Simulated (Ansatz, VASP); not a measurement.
**Cd in VASP and in Ansatz**

Contents of INCAR:

```
PREC     = Accurate       # precision mode
ENCUT    = 520            # plane-wave cutoff, eV
EDIFF    = 1E-8           # SCF threshold, eV
ISMEAR   = -1             # smearing method
SIGMA    = 0.05           # smearing width, eV
LREAL    = F              # projectors in reciprocal space
LASPH    = T              # aspherical terms in the spheres
NELM     = 60             # most SCF steps
ALGO     = Normal         # electronic algorithm
ISIF     = 2              # what is computed and relaxed
LWAVE    = F              # write WAVECAR
LCHARG   = F              # write CHGCAR
GGA      = PE             # functional
LEFG     = T            
NBANDS   = 19             # bands
```

KPOINTS

```
regular mesh
0
Gamma
  14 14 7
```

The input POSCAR:

```
Cd
1.0
    2.9788725081      0.0000000000      0.0000000000
   -1.4894362540      2.5797792666      0.0000000000
    0.0000000000      0.0000000000      5.7861795000
Cd
2
Direct
    0.3333333333      0.6666666667      0.2500000000
    0.6666666667      0.3333333333      0.7500000000
```

Input for Ansatz:

```yaml
crystal:
  lattice:
    - [2.9788725081, 0.0, 0.0]
    - [-1.489436254, 2.5797792666, 0.0]
    - [0.0, 0.0, 5.7861795]
  atoms:
    - { symbol: Cd, position: [0.3333333333, 0.6666666667, 0.25] }
    - { symbol: Cd, position: [0.6666666667, 0.3333333333, 0.75] }
kpoints:
  mp_grid: { grid: [14, 14, 7] }
scf:
  occupations: { method: fermi_dirac, width: 0.05 }
hamiltonian:
  xc: pbe
  pseudopotentials: { kind: all_electron, datasets: crystal }
output:
  forces: true
  stress: true
  eigenvalues: true
  efg: { contact_densities: true }
```

Change from the starting cell: zz strain of +3 %, crystal datasets.

Alike in both runs: task electric field gradients; functional PBE; k mesh 14 × 14 × 7; occupations fermi-dirac, width 0.05 eV; no spin polarisation.

|  | VASP | Ansatz |
| --- | --- | --- |
| version | VASP 6.6.1 | Ansatz 0.2.0 |
| potentials or method | VASP PAW PBE potentials, release 64 (Cd), cutoff 520 eV | all-electron PAW with datasets made for the crystal, scalar-relativistic |

```csv
,VASP,Ansatz,Ansatz less VASP
pressure (GPa),2.1,1.8,-0.32
"traceless stress, the component that is largest in VASP (GPa)",-1.23,-1.09,+0.142
size of Vzz on the site where it differs most (V/Å²),94.8,90.2,-4.57
```

Ansatz ran all-electron here, and VASP with PAW potentials.
